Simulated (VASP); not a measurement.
# Ru in VASP: further runs

Runs on Ru. Level: PBE. Tasks: single point, relaxation of cell and atoms.

Everything below comes from runs of VASP 6.6.1. Logs are shortened: lines on timing, memory, paths and dates and some standing lists are left out, and cuts for length are marked.

## 1. The cell of the first run

The typed cell holds 2 atoms: a = 3.051 Å, b = 3.051 Å, c = 3.051 Å, α = 89.95°, β = 89.95°, γ = 89.95°.

This isn't the form of Ru at room conditions, which is hcp.

## 2. Single point, PBE

INCAR reads:

```
SYSTEM = Ru
PREC = Accurate
ENCUT = 520
EDIFF = 1E-6
ISMEAR = 0
SIGMA = 0.1
LREAL = .FALSE.
LASPH = .TRUE.
NELM = 100
ALGO = Normal
ISIF = 2
LWAVE = .FALSE.
LCHARG = .TRUE.
GGA = PE
LELF = .TRUE.
LVHAR = .TRUE.
NBANDS = 21
```

KPOINTS reads:

```
Automatic mesh
0
G
  6 6 6
  0 0 0
```

POSCAR reads:

```
Ru
1.0
    2.1567388887      1.2451937780      1.7631758251
   -2.1567388887      1.2451937780      1.7631758251
    0.0000000000     -2.4903875560      1.7631758251
Ru
2
Direct
    0.2499658111      0.2499658111      0.2499658111
    0.7500341889      0.7500341889      0.7500341889
```

Potentials or basis: VASP PAW PBE potentials, release 64 (Ru_pv).

On the command line:

```console
$ cat potpaw_PBE.64/Ru_pv/POTCAR > POTCAR
$ mpirun -np 1 vasp_std > vasp.out
```

OUTCAR:

```text
SYSTEM = Ru
   PREC = Accurate
   ENCUT = 520
   EDIFF = 1E-6
   ISMEAR = 0
   LREAL = .FALSE.
   LASPH = .TRUE.
   NELM = 100
   ISIF = 2
   GGA = PE

 ion  position               nearest neighbor table
   1  0.250  0.250  0.250-   2 2.64   2 2.64   2 2.64   2 2.64   2 2.64   2 2.64   2 2.64   2 2.65

   2  0.750  0.750  0.750-   1 2.64   1 2.64   1 2.64   1 2.64   1 2.64   1 2.64   1 2.64   1 2.65

  LATTYP: Found a trigonal (rhomboedric) cell.
 ALAT       =     3.0513634934
 COS(alpha) =     0.0008349320

  Lattice vectors:

 A1 = (   2.1567388887,   1.2451937780,   1.7631758251)
 A2 = (  -2.1567388887,   1.2451937780,   1.7631758251)
 A3 = (   0.0000000000,  -2.4903875560,   1.7631758251)

Analysis of symmetry for initial positions (statically):
=====================================================================
 Subroutine PRICEL returns:
 Original cell was already a primitive cell.

 Routine SETGRP: Setting up the symmetry group for a
 trigonal (rhombohedral) supercell.

 Subroutine GETGRP returns: Found 12 space group operations
 (whereof 12 operations were pure point group operations)
 out of a pool of 12 trial point group operations.

The static configuration has the point symmetry D_3d.

Analysis of symmetry for dynamics (positions and initial velocities):
=====================================================================
 Subroutine PRICEL returns:
 Original cell was already a primitive cell.

 Routine SETGRP: Setting up the symmetry group for a
 trigonal (rhombohedral) supercell.

 Subroutine GETGRP returns: Found 12 space group operations
 (whereof 12 operations were pure point group operations)
 out of a pool of 12 trial point group operations.

The dynamic configuration has the point symmetry D_3d.

 Subroutine INISYM returns: Found 12 space group operations
 (whereof 12 operations are pure point group operations),
 and found     1 'primitive' translations

----------------------------------------------------------------------------------------

                                     Primitive cell

  volume of cell :      28.4107

  direct lattice vectors                    reciprocal lattice vectors
     2.156738889  1.245193778  1.763175825     0.231831495  0.133847976  0.189052804
    -2.156738889  1.245193778  1.763175825    -0.231831495  0.133847976  0.189052804
     0.000000000 -2.490387556  1.763175825     0.000000000 -0.267695952  0.189052804

  length of vectors
[... 72 lines left out ...]
 SYSTEM =  Ru
   PREC   = accura    normal or accurate (medium, high low for compatibility)
   ISTART =      0    job   : 0-new  1-cont  2-samecut
   ICHARG =      2    charge: 1-file 2-atom 10-const
   ISPIN  =      1    spin polarized calculation?
   LNONCOLLINEAR =      F non collinear calculations
   LSORBIT =      F    spin-orbit coupling
   LASPH  =      T    aspherical Exc in radial PAW
   ENCUT  =  520.0 eV  38.22 Ry    6.18 a.u.   5.67  5.67  5.67*2*pi/ulx,y,z
   NELM   =    100;   NELMIN=  2; NELMDL= -5     # of ELM steps
   EDIFF  = 0.1E-05   stopping-criterion for ELM
   LREAL  =      F    real-space projection
   EDIFFG = 0.1E-04   stopping-criterion for IOM
   NSW    =      0    number of steps for IOM
   IBRION =     -1    ionic relax: 0-MD 1-quasi-New 2-CG
   NFREE  =      0    steps in history (QN), initial steepest desc. (CG)
   ISIF   =      2    stress and relaxation
   ISYM   =      2    0-nonsym 1-usesym 2-fastsym
   POTIM  = 0.5000    time-step for ionic-motion
   TEBEG  =    0.0;   TEEND  =   0.0 temperature during run
   PSTRESS=    0.0 pullay stress
   NELECT =      28.0000    total number of electrons
   NUPDOWN=      -1.0000    fix difference up-down
   EMIN   =  10.00;   EMAX   =-10.00  energy-range for DOS
   EFERMI =   0.00;   METHOD = LEGACY
   ISMEAR =     0;   SIGMA  =   0.10  broadening in eV -4-tet -1-fermi 0-gaus
   EFERMI_NEDOS =   21; number of points for ismear=-14 and -15
   IALGO  =     38    algorithm
   IMIX   =      4    mixing-type and parameters
     AMIX     =   0.40;   BMIX     =  1.00
     AMIX_MAG =   1.60;   BMIX_MAG =  1.00
  volume/ion in A,a.u.               =      14.21        95.86
  Fermi-wavevector in a.u.,A,eV,Ry     =   1.629172  3.078689 36.112621  2.654203
  Thomas-Fermi vector in A             =   2.721682
   LORBIT       =      0    0 simple, 1 ext, 2 COOP (PROOUT), +10 PAW based schemes
   GGA     = PE    functional components
   LHFCALC =     F    Hartree Fock is set to
   AEXX    =    0.0000 exact exchange contribution
   IVDW    =     0    specifies the selected vdW correction
   LEPSILON=     F    determine dielectric tensor
   LRPA    =     F    only Hartree local field effects (RPA)
 non-spin polarized calculation
 Gauss-broadening in eV      SIGMA  =   0.10
  energy-cutoff  :      520.00
  volume of cell :       28.41
 maximum number of plane-waves:       784
   NGX = 11   NGY = 11   NGZ = 11

 number of electron      28.0000013 magnetization

 Free energy of the ion-electron system (eV)
  ---------------------------------------------------
  ext. energy  EPLUGINS =         0.00000000
  ---------------------------------------------------
  free energy    TOTEN  =       -17.26747429 eV

  energy without entropy =      -17.25330810  energy(sigma->0) =      -17.26039119

 E-fermi :  12.2224     XC(G=0): -13.8296

 val. band max:       12.2006087613   @ k =   0.5000   0.5000   0.1667
 cond. band min:      12.2823570174   @ k =   0.5000   0.3333   0.3333
 fundamental gap:      0.0817482561
 Fermi energy:        12.2223702744

 k-point     1 :       0.0000    0.0000    0.0000
  band No.  band energies     occupation
      1     -31.0349      2.00000
      2     -31.0349      2.00000
      3     -31.0301      2.00000
      4     -30.3749      2.00000
      5     -30.3731      2.00000
      6     -30.3731      2.00000
[... 565 lines left out ...]
     20      22.7386      0.00000
     21      23.2217      0.00000

 [... further k-points ...]
[... 5 lines left out ...]
  --------------------------------------------------------------------------------------
  -------------------------------------------------------------------------------------
  Total        0.0312837      0.0312837     -0.0707411      0.0000000      0.0000000      0.0000000
  in kB        1.7641982      1.7641982     -3.9893393      0.0000000      0.0000000      0.0000000
  external PRESSURE =      -0.1536476 kB  Pullay stress =       0.0000000 kB

 VOLUME and BASIS-vectors are now :
 -----------------------------------------------------------------------------
  energy-cutoff  :      520.00
  volume of cell :       28.41
      direct lattice vectors                 reciprocal lattice vectors
     2.156738889  1.245193778  1.763175825     0.231831495  0.133847976  0.189052804
    -2.156738889  1.245193778  1.763175825    -0.231831495  0.133847976  0.189052804
     0.000000000 -2.490387556  1.763175825     0.000000000 -0.267695952  0.189052804

 POSITION                                       TOTAL-FORCE (eV/Angst)
 -----------------------------------------------------------------------------------
      0.00000      0.00000      1.32220         0.000000      0.000000      0.001660
      0.00000      0.00000      3.96733         0.000000      0.000000     -0.001660
 -----------------------------------------------------------------------------------
    total drift:                               -0.000000      0.000000      0.000000

  FREE ENERGIE OF THE ION-ELECTRON SYSTEM (eV)
  ---------------------------------------------------
  free  energy   TOTEN  =       -17.2674742875 eV

  energy  without entropy=      -17.2533081015  energy(sigma->0) =      -17.26039119
```

OSZICAR:

```text
N       E                     dE             d eps       ncg     rms          rms(c)
DAV:   1     0.281305868594E+03    0.28131E+03   -0.17506E+04  1344   0.146E+03
DAV:   2    -0.131520668465E+02   -0.29446E+03   -0.28606E+03  1402   0.438E+02
DAV:   3    -0.184319600668E+02   -0.52799E+01   -0.52511E+01  1599   0.659E+01
DAV:   4    -0.184716508924E+02   -0.39691E-01   -0.39669E-01  1691   0.539E+00
DAV:   5    -0.184720741705E+02   -0.42328E-03   -0.42094E-03  1563   0.503E-01    0.169E+01
DAV:   6    -0.173407732371E+02    0.11313E+01   -0.28148E+00  1504   0.156E+01    0.516E+00
DAV:   7    -0.172735982627E+02    0.67175E-01   -0.30714E-01  1562   0.419E+00    0.151E+00
DAV:   8    -0.172677924343E+02    0.58058E-02   -0.22303E-02  1424   0.134E+00    0.213E-01
DAV:   9    -0.172674699398E+02    0.32249E-03   -0.34633E-04  1633   0.205E-01    0.374E-02
DAV:  10    -0.172674736890E+02   -0.37491E-05   -0.10860E-05  1480   0.320E-02    0.373E-03
DAV:  11    -0.172674742875E+02   -0.59854E-06   -0.21116E-07  1075   0.488E-03
   1 F= -.17267474E+02 E0= -.17260391E+02  d E =-.141662E-01
```

It took 13 s on 1 thread of AMD EPYC 7R13 (Zen 3), shared host; peak memory 0.11 GiB.

Results:

| Item | Value |
| --- | --- |
| Free energy | -17.2675 eV |
| Pressure | 0.0 GPa |
| Band gap on the k mesh | zero (bands 14 and 15 overlap by 1.22 eV) |

Levels at points of the mesh, in eV from the Fermi level:
| k point | band 12 | band 13 | band 14 | band 15 | band 16 | band 17 |
| --- | --- | --- | --- | --- | --- | --- |
| (0.00, 0.00, 0.00) | -2.76 | -0.13 | -0.13 | 1.71 | 1.73 | 1.73 |
| (0.50, 0.00, 0.00) | -2.00 | -2.00 | -2.00 | -0.80 | -0.79 | 1.73 |
| (0.50, 0.50, 0.00) | -0.15 | 0.31 | 0.32 | 1.13 | 1.15 | 2.31 |
| (0.50, 0.50, 0.50) | -3.73 | 0.40 | 0.40 | 0.40 | 0.40 | 9.52 |

## 3. Single point, PBE

This run uses another cell than the first one: it holds 1 atom, not 2.

INCAR reads:

```
ALGO     = Normal         # electronic algorithm
EDIFF    = 1E-6           # SCF threshold, eV
ENCUT    = 520            # plane-wave cutoff, eV
GGA      = PE             # functional
ISIF     = 2              # what is computed and relaxed
ISMEAR   = 0              # smearing method
LASPH    = T              # aspherical terms in the spheres
LCHARG   = F              # write CHGCAR
LREAL    = F              # projectors in reciprocal space
LWAVE    = F              # write WAVECAR
NBANDS   = 13             # bands
NELM     = 100            # most SCF steps
PREC     = Accurate       # precision mode
SIGMA    = 0.1            # smearing width, eV
```

KPOINTS reads:

```
k-points
0
Gamma
  26 26 26
```

POSCAR reads:

```
Ru
1.0
   -1.5266043947      1.5266043947      1.5266043947
    1.5266043947     -1.5266043947      1.5266043947
    1.5266043947      1.5266043947     -1.5266043947
Ru
1
Direct
    0.0000000000      0.0000000000      0.0000000000
```

Potentials or basis: VASP PAW PBE potentials, release 64 (Ru_pv).

On the command line:

```console
$ cat potpaw_PBE.64/Ru_pv/POTCAR > POTCAR
$ mpirun -np 1 vasp_std > vasp.out
```

It took 48 s on 1 thread of AMD EPYC 7R13 (Zen 3), shared host; peak memory 0.17 GiB.

It converged, with:

```
Free energy            : -8.6118 eV
Pressure               : -0.1 GPa
Band gap on the k mesh : zero (bands 7 and 8 overlap by 3.51 eV)
```

Levels at points of the mesh, in eV from the Fermi level:
```tsv
k point	band 5	band 6	band 7	band 8	band 9	band 10
(0.00, 0.00, 0.00)	-2.73	-2.73	-2.73	-0.09	-0.09	10.56
(0.50, 0.00, 0.00)	-4.43	-0.11	0.35	1.17	2.35	9.99
(0.50, 0.50, 0.50)	-6.09	1.76	1.76	1.76	9.22	9.22
```

## 4. Relaxation of cell and atoms, PBE

This run uses another cell than the first one: it holds 1 atom, not 2.

INCAR reads:

```
SYSTEM = Ru
  PREC = Accurate
  ENCUT = 600
  EDIFF = 1E-6
  ISMEAR = 0
  SIGMA = 0.1
  LREAL = .False.
  LASPH = .True.
  NELM = 100
  ALGO = Normal
  ISIF = 3
  LWAVE = .False.
  LCHARG = .False.
  GGA = PE
  IBRION = 2
  NSW = 100
  EDIFFG = -0.01
```

KPOINTS reads:

```
Automatic mesh
0
Gamma
  26 26 26
  0 0 0
```

POSCAR reads:

```
Ru
1.0
   -1.5256817467      1.5256817467      1.5256817467
    1.5256817467     -1.5256817467      1.5256817467
    1.5256817467      1.5256817467     -1.5256817467
Ru
1
Direct
    0.0000000000      0.0000000000      0.0000000000
```

On the command line:

```console
$ cat potpaw_PBE.64/Ru_pv/POTCAR > POTCAR
$ mpirun -np 1 vasp_std > vasp.out
```

Wall time 2.2 min (1 thread of AMD EPYC 7R13 (Zen 3), shared host); peak memory 0.2 GiB.

It converged, with:

| Item | Value |
| --- | --- |
| Free energy | -8.6118 eV |
| Relaxed volume | 14.22 Å³/atom |
| Relaxed cell | a = 2.644 Å, b = 2.644 Å, c = 2.644 Å, α = 109.47°, β = 109.47°, γ = 109.47° |
| Space group after relaxing (to 0.1 Å) | Im-3m (No. 229) |
| Energy gained by relaxing | 0.0 meV/atom |
| Ionic steps | 3 |
| Pressure after relaxing | 0.0 GPa |
| Band gap on the k mesh | zero (bands 7 and 8 overlap by 3.52 eV) |

Final structure:
```
Ru
1.0
    -1.52630    1.52630    1.52630
     1.52630   -1.52630    1.52630
     1.52630    1.52630   -1.52630
Ru
1
Direct
  0.00000 0.00000 0.00000
```

Levels at points of the mesh, in eV from the Fermi level:
| k point | band 5 | band 6 | band 7 | band 8 | band 9 | band 10 |
| --- | --- | --- | --- | --- | --- | --- |
| (0.00, 0.00, 0.00) | -2.73 | -2.73 | -2.73 | -0.09 | -0.09 | 10.56 |
| (0.50, 0.00, 0.00) | -4.44 | -0.11 | 0.35 | 1.17 | 2.35 | 9.99 |
| (0.50, 0.50, 0.50) | -6.09 | 1.76 | 1.76 | 1.76 | 9.23 | 9.23 |

## 5. Summary

| task | cell | k mesh | cutoff (eV) | gap on the mesh (eV) | pressure (GPa) |
| --- | --- | --- | --- | --- | --- |
| single point | a = 3.051 Å, 2 atoms, atomic positions A | 6 × 6 × 6 | 520 | none | 0.0 |
| single point | a = 2.644 Å, angles 109.5°, 1 atom, atomic positions B | 26 × 26 × 26 | 520 | none | -0.1 |
| relaxation of cell and atoms | relaxed from a = 2.643 Å, angles 109.5°, 1 atom, atomic positions B | 26 × 26 × 26 | 600 | none | 0.0 |

Alike in all rows: level PBE; potentials or basis VASP PAW PBE potentials, release 64 (Ru_pv); no spin polarisation; smearing gaussian 0.1 eV.

Absolute energies hang on the potentials; compare differences alone.

The gap in the log of VASP goes by the Fermi energy; the results here count the filled bands.